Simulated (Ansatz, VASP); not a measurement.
# One calculation of SnO, two programs

```
CELL_PARAMETERS angstrom
3.83895 0.00000 0.00000
0.00000 3.83895 0.00000
0.00000 0.00000 4.91928
ATOMIC_POSITIONS crystal
Sn 0.50000 0.00000 0.76463
Sn 0.00000 0.50000 0.23537
O 0.00000 0.00000 0.00000
O 0.50000 0.50000 0.00000
```

Alike in both runs: task single point; functional r2SCAN; k mesh 7 × 7 × 6; occupations fermi-dirac, width 0.05 eV; no spin polarisation.

|  | VASP | Ansatz |
| --- | --- | --- |
| version | VASP 6.6.1 | Ansatz 0.2.0 |
| potentials or method | VASP PAW PBE potentials, release 64 (Sn_d, O) | Ansatz PAW |
| plane-wave cutoff (eV) | 520 | 500 |
| valence electrons in the cell | 40 | 40 |

```csv
,VASP,Ansatz,Ansatz less VASP
gap on the k mesh at the Fermi level (eV),0.59,0.58,-0.006
least direct gap on the mesh (eV),2.35,2.38,+0.034
pressure (GPa),-1.8,-2.3,-0.52
"traceless stress, the component that is largest in VASP (GPa)",0.39,0.44,+0.049
rms of the force components (eV/Å),0.109,0.163,+0.0543
```

VASP's potentials were made for PBE, not for r2SCAN. Atom by atom the forces differ by 0.054 eV/Å (rms over components). With one functional, cell and mesh, what is left measures potentials, basis and numerics.

Noted on Ansatz's run: odd divisions of the mesh miss points on the zone boundary, where band edges often lie, so the gap on the mesh can be too wide.
